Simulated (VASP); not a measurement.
A run of VASP 6.6.1 is set up as follows.

File INCAR:

```
SYSTEM = InSe
PREC = Accurate
ENCUT = 520
EDIFF = 1E-6
ISMEAR = -1
SIGMA = 0.04
LREAL = .False.
LASPH = .True.
NELM = 100
ALGO = Normal
ISIF = 2
LWAVE = .False.
LCHARG = .False.
GGA = PE
NBANDS = 27
```

File KPOINTS:

```
Automatic mesh
0
Gamma
  5 5 5
  0 0 0
```

Contents of POSCAR:

```
InSe
1.0
    2.0000000000      1.1547005384      8.4400000000
   -2.0000000000      1.1547005384      8.4400000000
    0.0000000000     -2.3094010768      8.4400000000
In Se
2 2
Direct
    0.8886000000      0.8886000000      0.8886000000
    0.0000000000      0.0000000000      0.0000000000
    0.1719000000      0.1719000000      0.1719000000
    0.3835000000      0.3835000000      0.3835000000
```

Potentials or basis: VASP PAW PBE potentials, release 64 (In_d, Se).

Run with:

```sh
$ cat potpaw_PBE.64/In_d/POTCAR potpaw_PBE.64/Se/POTCAR > POTCAR
$ mpirun -np 1 vasp_std > vasp.out
```

**Question.** Estimate the largest force.

**Answer.** 0.372 eV/Å.

**Question.** What does it give for the band gap on the k mesh?

**Answer.** 0.96 eV, direct.

Stress tensor (GPa, compression positive):
```
3.32 0.00 0.00
0.00 3.32 0.00
0.00 0.00 1.95
```

Caveat: spin-orbit coupling is left out, which moves the levels of the heavy elements.

**What was measured.**

From “The Interaction of Hydrogen with the van der Waals Crystal γ-InSe”, 2020, pmc:7321205, for a bulk crystal of InSe at 300 K: band gap 1.25 eV.

A measured gap of InSe is 1.25 eV (300 K; “The Interaction of Hydrogen with the van der Waals Crystal γ-InSe”, 2020, pmc:7321205); the calculated 0.96 eV misses it by -0.29 eV. Spin-orbit coupling on In, Se is left out. The value is that of PBE on a finite k mesh, which can miss the band edges, without temperature or zero-point motion. Semilocal functionals fall short of measured gaps as a rule.
